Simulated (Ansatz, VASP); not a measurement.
# Two plane-wave programs on HfN

```
Hf N
1.0
     0.00000    2.23398    2.23398
     2.23398    0.00000    2.23398
     2.23398    2.23398    0.00000
Hf N
1 1
Direct
  0.00000 0.00000 0.00000
  0.50000 0.50000 0.50000
```

Alike in both runs: task single point; functional LDA; k mesh 18 × 18 × 18; occupations gaussian, width 0.15 eV; no spin polarisation.

```csv
,VASP,Ansatz
version,VASP 6.6.1,Ansatz 0.2.0
potentials or method,"VASP PAW LDA potentials, release 64 (Hf_pv, N), cutoff 520 eV","scalar-relativistic, plane waves, PAW"
valence electrons in the cell,15,31
```

|  | VASP | Ansatz | Ansatz less VASP |
| --- | --- | --- | --- |
| gap on the k mesh at the Fermi level (eV) | none | none | - |
| pressure (GPa) | -1.2 | 0.0 | +1.20 |

Ansatz warns that its potentials were made for another functional, while VASP's fit it. LDA's correlation is that of Perdew and Zunger in VASP and of Perdew and Wang (1992) in Ansatz. A gap of «none» marks a metal or a gap that the smearing closes. VASP's potentials hold 15 valence electrons a cell and Ansatz's 31, so a difference there can come from the potentials and not from the codes.

Neither program's run includes spin-orbit coupling.
